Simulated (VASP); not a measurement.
# Cr (P6/mmm) in VASP: further runs

The runs below take Cr through relaxation of cell and atoms, single point, with LDA.

Program: VASP 6.6.1. These are calculated values, not measurements. Logs are shortened: lines on timing, memory, paths and dates and some standing lists are left out, and cuts for length are marked.

## 1. The cell of the first run

The structure is hexagonal, space group P6/mmm (No. 191). The conventional cell has a = 4.077 Å, b = 4.077 Å, c = 2.499 Å, α = 90.00°, β = 90.00°, γ = 120.00°. Cr (site symmetry 6/mmm) has 14 Cr at 2.50 to 2.67 Å within 3.3 Å. Within 3.1 Å of Cr (site symmetry -6m2) lie 11 Cr at 2.35 to 2.67 Å.

## 2. Relaxation of cell and atoms, LDA

Input file INCAR:

```
PREC = Accurate
ENCUT = 600
EDIFF = 1E-7
ISMEAR = -1
SIGMA = 0.1
LREAL = F
LASPH = T
NELM = 100
ALGO = Normal
ISIF = 3
LWAVE = F
LCHARG = F
GGA = CA
IBRION = 2
NSW = 80
EDIFFG = -0.01
```

Input file KPOINTS:

```
Automatic mesh
0
Gamma
  9 9 13
```

Input file POSCAR:

```
Cr
1.0
    4.0770582338      0.0000000000      0.0000000000
   -2.0385291169      3.5308360031      0.0000000000
    0.0000000000      0.0000000000      2.4992366973
Cr
3
Direct
    0.0000000000      0.0000000000      0.0000000000
    0.3333333333      0.6666666667      0.5000000000
    0.6666666667      0.3333333333      0.5000000000
```

Potentials or basis: VASP PAW LDA potentials, release 64 (Cr_pv).

Started as:

```
$ cat potpaw_LDA.64/Cr_pv/POTCAR > POTCAR
$ mpirun -np 1 vasp_std > vasp.out
```

OUTCAR:

```text
PREC = Accurate
   ENCUT = 600
   EDIFF = 1E-7
   ISMEAR = -1
   LREAL = F
   LASPH = T
   NELM = 100
   ISIF = 3
   GGA = CA
   IBRION = 2
   NSW = 80
   EDIFFG = -0.01

 ion  position               nearest neighbor table
   1  0.000  0.000  0.000-   2 2.67   3 2.67   2 2.67   3 2.67   2 2.67   2 2.67   3 2.67   3 2.67
                             3 2.67   3 2.67   2 2.67   2 2.67
   2  0.333  0.667  0.500-   3 2.35   3 2.35   3 2.35   1 2.67   1 2.67   1 2.67   1 2.67   1 2.67
                             1 2.67
   3  0.667  0.333  0.500-   2 2.35   2 2.35   2 2.35   1 2.67   1 2.67   1 2.67   1 2.67   1 2.67
                             1 2.67

  LATTYP: Found a hexagonal cell.
 ALAT       =     4.0770582338
 C/A-ratio  =     0.6130000000

  Lattice vectors:

 A1 = (   4.0770582338,   0.0000000000,   0.0000000000)
 A2 = (  -2.0385291169,   3.5308360031,   0.0000000000)
 A3 = (   0.0000000000,   0.0000000000,   2.4992366973)

Analysis of symmetry for initial positions (statically):
=====================================================================
 Subroutine PRICEL returns:
 Original cell was already a primitive cell.

 Routine SETGRP: Setting up the symmetry group for a
 hexagonal supercell.

 Subroutine GETGRP returns: Found 24 space group operations
 (whereof 24 operations were pure point group operations)
 out of a pool of 24 trial point group operations.

The static configuration has the point symmetry D_6h.

Analysis of symmetry for dynamics (positions and initial velocities):
=====================================================================
 Subroutine PRICEL returns:
 Original cell was already a primitive cell.

 Routine SETGRP: Setting up the symmetry group for a
 hexagonal supercell.

 Subroutine GETGRP returns: Found 24 space group operations
 (whereof 24 operations were pure point group operations)
 out of a pool of 24 trial point group operations.

The dynamic configuration has the point symmetry D_6h.

 Subroutine INISYM returns: Found 24 space group operations
 (whereof 24 operations are pure point group operations),
 and found     1 'primitive' translations

----------------------------------------------------------------------------------------

                                     Primitive cell

  volume of cell :      35.9776

  direct lattice vectors                    reciprocal lattice vectors
     4.077058234  0.000000000  0.000000000     0.245274888  0.141609522  0.000000000
[... 92 lines left out ...]
   IBRION =      2    ionic relax: 0-MD 1-quasi-New 2-CG
   NFREE  =      1    steps in history (QN), initial steepest desc. (CG)
   ISIF   =      3    stress and relaxation
   ISYM   =      2    0-nonsym 1-usesym 2-fastsym
   POTIM  = 0.5000    time-step for ionic-motion
   TEBEG  =    0.0;   TEEND  =   0.0 temperature during run
   PSTRESS=    0.0 pullay stress
   NELECT =      36.0000    total number of electrons
   NUPDOWN=      -1.0000    fix difference up-down
   EMIN   =  10.00;   EMAX   =-10.00  energy-range for DOS
   EFERMI =   0.00;   METHOD = LEGACY
   ISMEAR =    -1;   SIGMA  =   0.10  broadening in eV -4-tet -1-fermi 0-gaus
   EFERMI_NEDOS =   21; number of points for ismear=-14 and -15
   IALGO  =     38    algorithm
   IMIX   =      4    mixing-type and parameters
     AMIX     =   0.40;   BMIX     =  1.00
     AMIX_MAG =   1.60;   BMIX_MAG =  1.00
  volume/ion in A,a.u.               =      11.99        80.93
  Fermi-wavevector in a.u.,A,eV,Ry     =   1.637439  3.094310 36.480015  2.681205
  Thomas-Fermi vector in A             =   2.728578
   LORBIT       =      0    0 simple, 1 ext, 2 COOP (PROOUT), +10 PAW based schemes
   GGA     = CA    functional components
   LHFCALC =     F    Hartree Fock is set to
   AEXX    =    0.0000 exact exchange contribution
   IVDW    =     0    specifies the selected vdW correction
   LEPSILON=     F    determine dielectric tensor
   LRPA    =     F    only Hartree local field effects (RPA)
 conjugate gradient relaxation of ions
 non-spin polarized calculation
  energy-cutoff  :      600.00
  volume of cell :       35.98
 maximum number of plane-waves:      1222
 NGX is ok and might be reduce to    36
   NGX = 17   NGY = 17   NGZ =  9

--------------------------------------- Ionic step        1  -------------------------------------------

 number of electron      36.0000009 magnetization

 Free energy of the ion-electron system (eV)
  ---------------------------------------------------
  ext. energy  EPLUGINS =         0.00000000
  ---------------------------------------------------
  free energy    TOTEN  =       -30.43417844 eV

  energy without entropy =      -30.21633627  energy(sigma->0) =      -30.32525735

------------------------ aborting loop because EDIFF is reached ----------------------------------------

  FORCE on cell =-STRESS in cart. coord.  units (eV):
  Direction    XX          YY          ZZ          XY          YZ          ZX
  --------------------------------------------------------------------------------------
  -------------------------------------------------------------------------------------
  Total       -1.9374729     -1.9374729     -7.5203574      0.0000000      0.0000000      0.0000000
  in kB      -86.2808399    -86.2808399   -334.9015925      0.0000000      0.0000000      0.0000000
  external PRESSURE =    -169.1544241 kB  Pullay stress =       0.0000000 kB
[... 283 lines left out ...]
--------------------------------------- Ionic step        9  -------------------------------------------

 number of electron      36.0000005 magnetization

 Free energy of the ion-electron system (eV)
  ---------------------------------------------------
  ext. energy  EPLUGINS =         0.00000000
  ---------------------------------------------------
  free energy    TOTEN  =       -30.93409493 eV

  energy without entropy =      -30.79631981  energy(sigma->0) =      -30.86520737

 E-fermi :  11.3041     XC(G=0): -14.2044

 val. band max:       11.3024751812   @ k =   0.1111   0.1111   0.3846
 cond. band min:      11.3057090566   @ k =   0.0000   0.0000   0.3846
 fundamental gap:      0.0032338753
 Fermi energy:        11.3041473544

 k-point     1 :       0.0000    0.0000    0.0000
  band No.  band energies     occupation
      1     -31.5089      2.00000
      2     -31.5089      2.00000
      3     -31.4736      2.00000
      4     -31.4736      2.00000
      5     -30.8133      2.00000
      6     -30.8133      2.00000
[... 589 lines left out ...]
     21      12.9674      0.00000
     22      12.9674      0.00000

 [... further k-points ...]
[... 5 lines left out ...]
  --------------------------------------------------------------------------------------
  -------------------------------------------------------------------------------------
  Total        0.0174453      0.0174453      0.0103767      0.0000000     -0.0000000      0.0000000
  in kB        0.8395217      0.8395217      0.4993598      0.0000000     -0.0000000      0.0000000
  external PRESSURE =       0.7261344 kB  Pullay stress =       0.0000000 kB
[... 18 lines left out ...]
  FREE ENERGIE OF THE ION-ELECTRON SYSTEM (eV)
  ---------------------------------------------------
  free  energy   TOTEN  =       -30.9340949278 eV

  energy  without entropy=      -30.7963198102  energy(sigma->0) =      -30.86520737

 reached required accuracy - stopping structural energy minimisation
```

CONTCAR:

```text
Cr
   1.00000000000000
     4.1511049541547766   -0.0000000000000000   -0.0000000000000000
    -2.0755524770773883    3.5949623439900646    0.0000000000000000
    -0.0000000000000000   -0.0000000000000000    2.2310005605054815
  Cr
     3
Direct
     0.0000000000000000    1.0000000000000000    1.0000000000000000
     0.3333333332999970    0.6666666667000030    0.5000000000000000
     0.6666666667000030    0.3333333332999970    0.5000000000000000

  0.00000000E+00  0.00000000E+00  0.00000000E+00
  0.00000000E+00  0.00000000E+00  0.00000000E+00
  0.00000000E+00  0.00000000E+00  0.00000000E+00
```

Run time: 11 min. Hardware: 1 thread of AMD EPYC 7R43 (Zen 3), shared host; peak memory 0.17 GiB.

Results:

- Free energy: -30.9341 eV
- Relaxed volume: 11.10 Å³/atom
- Relaxed cell: a = 4.151 Å, b = 4.151 Å, c = 2.231 Å, α = 90.00°, β = 90.00°, γ = 120.00°
- Space group after relaxing (to 0.05 Å): P6/mmm (No. 191)
- Energy gained by relaxing: 166.6 meV/atom
- Ionic steps: 9
- Pressure after relaxing: 0.1 GPa
- Band gap on the k mesh: zero (band 18 reaches 11.77 eV, above the bottom of band 19 at 10.89 eV)

Step by step:
```tsv
step	energy change (eV)	largest force (eV/Å)	pressure (GPa)	volume (Å³)
1	0.0000	0.0000	-16.92	35.98
2	-0.0640	0.0000	40.12	29.69
3	-0.3282	0.0000	8.29	32.37
4	-0.4342	0.0000	9.59	32.36
5	-0.4775	0.0000	8.12	32.39
6	-0.4565	0.0000	-10.04	34.63
7	-0.4998	0.0000	-0.07	33.31
8	-0.4998	0.0000	0.07	33.29
9	-0.4999	0.0000	0.07	33.29
```

Final structure:
```xyz
3
Lattice="4.1511 0.0000 0.0000 -2.0756 3.5950 0.0000 0.0000 0.0000 2.2310" Properties=species:S:1:pos:R:3 pbc="T T T"
Cr   -2.0756    3.5950    2.2310
Cr    0.0000    2.3966    1.1155
Cr    2.0756    1.1983    1.1155
```

Caveat: the run has no spin polarisation, though such a crystal can be magnetic.

## 3. Single point, LDA, collinear spin, ferromagnetic start

This run uses another cell than the first one, of 11.08 Å³/atom, 0.924 times its volume.

Input file INCAR:

```
SYSTEM = Cr
PREC = Accurate ; ENCUT = 520
EDIFF = 1E-6 ; ISMEAR = -1
SIGMA = 0.05 ; LREAL = .FALSE.
LASPH = .TRUE. ; NELM = 150
ALGO = Normal ; ISIF = 2
LWAVE = .FALSE. ; LCHARG = .TRUE.
ISPIN = 2 ; MAGMOM = 1.5 1.5 1.5
LORBIT = 11 ; LMAXMIX = 4
LELF = .TRUE. ; LVHAR = .TRUE.
NBANDS = 29
```

Input file KPOINTS:

```
regular mesh
0
G
  9 9 13
  0 0 0
```

Input file POSCAR:

```
Cr
1.0
    4.1533729889      0.0000000000      0.0000000000
   -2.0766864944      3.5969265197      0.0000000000
    0.0000000000      0.0000000000      2.2258487003
Cr
3
Direct
    1.0000000000      1.0000000000      0.0000000000
    0.3333333333      0.6666666667      0.5000000000
    0.6666666667      0.3333333333      0.5000000000
```

Potentials or basis: VASP PAW LDA potentials, release 64 (Cr_pv).

Started as:

```
$ cat potpaw_LDA.64/Cr_pv/POTCAR > POTCAR
$ mpirun -np 1 vasp_std > vasp.out
```

Wall time 59 s (1 thread of Intel Xeon 6975P-C (Granite Rapids), shared host); peak memory 0.21 GiB.

Results (log left out):

```yaml
Free_energy: -30.8791 eV
Pressure: 0.2 GPa
Band_gap_on_the_k_mesh: zero (filled and empty bands overlap)
Net_moment: 0.00 μB per cell
Valence_electrons_inside_the_program's_atomic_spheres: Cr 11.16, 11.23
```

Stress tensor (GPa, compression positive):
```
0.15 0.00 0.00
0.00 0.15 0.00
0.00 0.00 0.30
```

Levels at points of the mesh, in eV from the Fermi level:
Spin up:
```tsv
k point	band 14	band 15	band 16	band 17	band 18	band 19	band 20	band 21	band 22	band 23
(0.00, 0.00, 0.00)	-2.28	-2.20	-2.20	-2.05	-0.42	-0.42	1.43	1.43	1.50	1.50
```
Spin down:
```tsv
k point	band 15	band 16	band 17	band 18	band 19	band 20	band 21	band 22
(0.00, 0.00, 0.00)	-2.20	-2.20	-2.05	-0.42	-0.42	1.43	1.43	1.50
```

Caveat: the starting moments collapsed, and a magnetic state may lie lower.

## 4. Single point, LDA, collinear spin, ferromagnetic start (volume scaled by 0.88)

Input file INCAR:

```
PREC = Accurate ; ENCUT = 520
EDIFF = 1E-7 ; ISMEAR = -1
SIGMA = 0.05 ; LREAL = False
LASPH = True ; NELM = 150
ALGO = Normal ; ISIF = 2
LWAVE = False ; LCHARG = False
ISPIN = 2 ; MAGMOM = 1.5 1.5 1.5
LORBIT = 11 ; LMAXMIX = 4
NBANDS = 29
```

Input file KPOINTS:

```
regular mesh
0
Gamma
  10 10 16
```

Input file POSCAR:

```
Cr
1.0
    3.9801107625      0.0000000000      0.0000000000
   -1.9900553813      3.4468770302      0.0000000000
    0.0000000000      0.0000000000      2.1329951322
Cr
3
Direct
    1.0000000000      1.0000000000      0.0000000000
    0.3333333333      0.6666666667      0.5000000000
    0.6666666667      0.3333333333      0.5000000000
```

Potentials or basis: VASP PAW LDA potentials, release 64 (Cr_pv).

Started as:

```
$ cat potpaw_LDA.64/Cr_pv/POTCAR > POTCAR
$ mpirun -np 1 vasp_std > vasp.out
```

OUTCAR:

```text
PREC = Accurate
   ENCUT = 520
   EDIFF = 1E-7
   ISMEAR = -1
   LREAL = False
   LASPH = True
   NELM = 150
   ISIF = 2
   ISPIN = 2
   LORBIT = 11

 ion  position               nearest neighbor table
   1  0.000  0.000  0.000-   2 2.53   3 2.53   2 2.53   3 2.53   3 2.53   3 2.53   2 2.53   2 2.53
                             3 2.53   3 2.53   2 2.53   2 2.53
   2  0.333  0.667  0.500-   3 2.30   3 2.30   3 2.30   1 2.53   1 2.53   1 2.53   1 2.53   1 2.53
                             1 2.53   3 3.14   3 3.14   3 3.14   3 3.14   3 3.14   3 3.14
   3  0.667  0.333  0.500-   2 2.30   2 2.30   2 2.30   1 2.53   1 2.53   1 2.53   1 2.53   1 2.53
                             1 2.53   2 3.14   2 3.14   2 3.14   2 3.14   2 3.14   2 3.14

  LATTYP: Found a hexagonal cell.
 ALAT       =     3.9801107625
 C/A-ratio  =     0.5359135108

[... 1765 lines left out ...]
    -1.990055381  3.446877030  0.000000000     0.000000000  0.290117690  0.000000000
     0.000000000  0.000000000  2.132995132     0.000000000  0.000000000  0.468824324

 POSITION                                       TOTAL-FORCE (eV/Angst)
 -----------------------------------------------------------------------------------
      0.00000      0.00000      0.00000        -0.000000      0.000000      0.000000
     -0.00000      2.29792      1.06650        -0.000000      0.000000      0.000000
      1.99006      1.14896      1.06650         0.000000      0.000000     -0.000000
 -----------------------------------------------------------------------------------
    total drift:                               -0.000000      0.000000      0.000000

  FREE ENERGIE OF THE ION-ELECTRON SYSTEM (eV)
  ---------------------------------------------------
  free  energy   TOTEN  =       -30.3410098644 eV

  energy  without entropy=      -30.3062178432  energy(sigma->0) =      -30.32361385

 total charge

# of ion       s       p       d       tot
------------------------------------------
    1        0.476   6.504   4.504  11.484
    2        0.486   6.474   4.597  11.557
    3        0.486   6.474   4.597  11.557
--------------------------------------------------
tot          1.448  19.452  13.699  34.598

 magnetization (x)

# of ion       s       p       d       tot
------------------------------------------
    1        0.000   0.000   0.000   0.000
    2        0.000   0.000   0.000   0.000
    3        0.000   0.000   0.000   0.000
--------------------------------------------------
tot          0.000   0.000   0.000   0.000
```

Run time: 1.9 min. Hardware: 1 thread of Intel Xeon 6975P-C (Granite Rapids), shared host; peak memory 0.24 GiB.

What came out:

- Free energy: -30.3410 eV
- Pressure: 47.1 GPa
- Band gap on the k mesh: zero (filled and empty bands overlap)
- Net moment: 0.00 μB per cell
- Valence electrons inside the program's atomic spheres: Cr 11.48, 11.56

Caveat: the cell differs from its parent crystal (volume scaled by 0.88); the starting moments collapsed, and a magnetic state may lie lower.

## 5. Single point, LDA, collinear spin, ferromagnetic start (volume scaled by 1.04)

Input file INCAR:

```
SYSTEM = Cr
ALGO = Normal ; EDIFF = 1E-6
ENCUT = 520 ; ISIF = 2
ISMEAR = -1 ; ISPIN = 2
LASPH = .True. ; LCHARG = .True.
LELF = .True. ; LMAXMIX = 4
LORBIT = 11 ; LREAL = .False.
LVHAR = .True. ; LWAVE = .False.
MAGMOM = 1.5 1.5 1.5 ; NBANDS = 29
NELM = 150 ; PREC = Accurate
SIGMA = 0.05
```

Input file KPOINTS:

```
k-points
0
Gamma
  10 10 16
  0 0 0
```

Input file POSCAR:

```
Cr
1.0
    4.2080289012      0.0000000000      0.0000000000
   -2.1040144506      3.6442599283      0.0000000000
    0.0000000000      0.0000000000      2.2551395422
Cr
3
Direct
    1.0000000000      1.0000000000      0.0000000000
    0.3333333333      0.6666666667      0.5000000000
    0.6666666667      0.3333333333      0.5000000000
```

Started as:

```
$ cat potpaw_LDA.64/Cr_pv/POTCAR > POTCAR
$ mpirun -np 1 vasp_std > vasp.out
```

Run time: 1.7 min. Hardware: 1 thread of Intel Xeon 6975P-C (Granite Rapids), shared host; peak memory 0.26 GiB.

Results (log left out):

```yaml
Free_energy: -30.8324 eV
Pressure: -9.8 GPa
Band_gap_on_the_k_mesh: zero (filled and empty bands overlap)
Net_moment: 0.00 μB per cell
Valence_electrons_inside_the_program's_atomic_spheres: Cr 11.07, 11.14
```

Stress tensor (GPa, compression positive):
```
-10.01   0.00   0.00
  0.00 -10.01   0.00
  0.00   0.00  -9.49
```

Levels at points of the mesh, in eV from the Fermi level:
Spin up:
```tsv
k point	band 14	band 15	band 16	band 17	band 18	band 19	band 20	band 21	band 22	band 23
(0.00, 0.00, 0.00)	-2.18	-2.11	-2.11	-1.94	-0.38	-0.38	1.38	1.38	1.44	1.44
(0.50, 0.00, 0.00)	-2.52	-2.05	-1.89	-1.72	0.52	0.82	1.37	1.52	1.59	1.80
(0.00, 0.00, 0.50)	-2.41	-1.54	-1.02	-1.02	0.09	0.09	1.56	1.56	2.00	2.00
(0.50, 0.00, 0.50)	-2.00	-1.42	-1.38	-0.18	-0.11	0.88	1.07	1.53	1.63	2.63
```
Spin down:
| k point | band 14 | band 15 | band 16 | band 17 | band 18 | band 19 | band 20 | band 21 | band 22 | band 23 |
| --- | --- | --- | --- | --- | --- | --- | --- | --- | --- | --- |
| (0.00, 0.00, 0.00) | -2.18 | -2.11 | -2.11 | -1.94 | -0.38 | -0.38 | 1.38 | 1.38 | 1.44 | 1.44 |
| (0.50, 0.00, 0.00) | -2.52 | -2.05 | -1.89 | -1.72 | 0.52 | 0.82 | 1.37 | 1.52 | 1.59 | 1.80 |
| (0.00, 0.00, 0.50) | -2.41 | -1.54 | -1.02 | -1.02 | 0.10 | 0.10 | 1.56 | 1.56 | 2.00 | 2.00 |
| (0.50, 0.00, 0.50) | -2.00 | -1.42 | -1.38 | -0.18 | -0.11 | 0.88 | 1.07 | 1.53 | 1.63 | 2.63 |

Caveat: the cell differs from its parent crystal (volume scaled by 1.04); the starting moments collapsed, and a magnetic state may lie lower.

## 6. Single point, LDA, collinear spin, ferromagnetic start (volume scaled by 1.08)

Input file INCAR:

```
ALGO = Normal
EDIFF = 1E-7
ENCUT = 520
ISIF = 2
ISMEAR = -1
ISPIN = 2
LASPH = T
LCHARG = T
LELF = T
LMAXMIX = 4
LORBIT = 11
LREAL = F
LVHAR = T
LWAVE = F
MAGMOM = 1.5 1.5 1.5
NBANDS = 29
NELM = 150
PREC = Accurate
SIGMA = 0.05
```

Input file KPOINTS:

```
k-points
0
Gamma
  10 10 16
```

Input file POSCAR:

```
Cr
1.0
    4.2613007451      0.0000000000      0.0000000000
   -2.1306503726      3.6903946984      0.0000000000
    0.0000000000      0.0000000000      2.2836886430
Cr
3
Direct
    1.0000000000      1.0000000000      0.0000000000
    0.3333333333      0.6666666667      0.5000000000
    0.6666666667      0.3333333333      0.5000000000
```

Potentials or basis: VASP PAW LDA potentials, release 64 (Cr_pv).

Started as:

```
$ cat potpaw_LDA.64/Cr_pv/POTCAR > POTCAR
$ mpirun -np 1 vasp_std > vasp.out
```

It took 4.6 min on 1 thread of AMD EPYC 7R43 (Zen 3), shared host; peak memory 0.23 GiB.

Results (log left out):

```
Free energy                                           : -30.7161 eV
Pressure                                              : -18.0 GPa
Band gap on the k mesh                                : zero (filled and empty bands overlap)
Net moment                                            : 0.00 μB per cell
Valence electrons inside the program's atomic spheres : Cr 10.99, 11.06
```

Stress tensor (GPa, compression positive):
```
-17.90   0.00   0.00
  0.00 -17.90   0.00
  0.00   0.00 -18.35
```

Levels at points of the mesh, in eV from the Fermi level:
Spin up:
| k point | band 15 | band 16 | band 17 | band 18 | band 19 | band 20 | band 21 | band 22 |
| --- | --- | --- | --- | --- | --- | --- | --- | --- |
| (0.00, 0.00, 0.00) | -2.02 | -2.02 | -1.85 | -0.35 | -0.35 | 1.32 | 1.32 | 1.38 |
| (0.50, 0.00, 0.00) | -1.94 | -1.81 | -1.62 | 0.45 | 0.78 | 1.29 | 1.45 | 1.51 |
| (0.00, 0.00, 0.50) | -1.52 | -0.96 | -0.96 | 0.09 | 0.09 | 1.48 | 1.48 | 1.90 |
| (0.50, 0.00, 0.50) | -1.35 | -1.30 | -0.17 | -0.10 | 0.84 | 0.99 | 1.45 | 1.56 |
Spin down:
```
           k point  band 16  band 17  band 18  band 19  band 20  band 21
(0.00, 0.00, 0.00)    -2.02    -1.85    -0.35    -0.35     1.32     1.32
(0.50, 0.00, 0.00)    -1.81    -1.62     0.45     0.78     1.29     1.45
(0.00, 0.00, 0.50)    -0.96    -0.96     0.09     0.09     1.48     1.48
(0.50, 0.00, 0.50)    -1.30    -0.17    -0.10     0.84     0.99     1.45
```

Caveat: the cell differs from its parent crystal (volume scaled by 1.08); the starting moments collapsed, and a magnetic state may lie lower.
